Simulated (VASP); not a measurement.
Set up this calculation in VASP 6.6.1, as the native input.

```yaml
Task: relaxation of cell and atoms
Functional: PBE
Potentials_or_basis: VASP PAW PBE potentials, release 64 (Ti_sv)
Cutoff: 600 eV
k_mesh: 15 × 15 × 15
Occupations: fermi-dirac, width 0.08 eV
Spin: no spin polarisation
Target_pressure: 230 GPa
Dipole_correction: no
Further_INCAR_settings: ALGO = Normal; EDIFF = 1e-06; IBRION = 2; EDIFFG = -0.005; NSW = 32; ISIF = 3
```

The structure of Ti lies in POSCAR:

```
Ti
1.0
    0.0000000000      2.0835076655      2.0835076655
    2.0835076655      0.0000000000      2.0835076655
    2.0835076655      2.0835076655      0.0000000000
Ti
2
Direct
   -0.1250000000     -0.1250000000     -0.1250000000
    0.1250000000      0.1250000000      0.1250000000
```

This isn't the form of Ti at room conditions, which is hcp.

One way to write it, as run:

INCAR

```
SYSTEM = Ti
PREC = Accurate
ENCUT = 600
EDIFF = 1E-6
ISMEAR = -1
SIGMA = 0.08
LREAL = .FALSE.
LASPH = .TRUE.
NELM = 100
ALGO = Normal
ISIF = 3
LWAVE = .FALSE.
LCHARG = .FALSE.
GGA = PE
IBRION = 2
NSW = 32
EDIFFG = -0.005
PSTRESS = 2300.0
```

KPOINTS

```
Automatic mesh
0
G
  15 15 15
  0 0 0
```

Potentials or basis: VASP PAW PBE potentials, release 64 (Ti_sv).

Command:

```console
$ cat potpaw_PBE.64/Ti_sv/POTCAR > POTCAR
$ mpirun -np 1 vasp_std > vasp.out
```

It gave:

- Relaxed volume: 9.35 Å³/atom
- Relaxed cell: a = 2.980 Å, b = 2.980 Å, c = 2.980 Å, α = 60.00°, β = 60.00°, γ = 60.00°
- Space group after relaxing (to 0.1 Å): Fd-3m (No. 227)
- Energy change on relaxing (the run minimises the enthalpy): -475.8 meV/atom
- Ionic steps: 17
- Pressure after relaxing: 229.9 GPa
- Band gap on the k mesh: zero (bands 12 and 13 overlap by 3.34 eV)

Caveat: the cell is relaxed towards a set pressure, so the run minimises the enthalpy, not the energy; atoms lie so close that the PAW spheres overlap strongly, which falsifies energies and pressures.

It took 2.9 min on 1 thread of Intel Xeon 8259CL (shared host), peak memory 0.17 GiB.
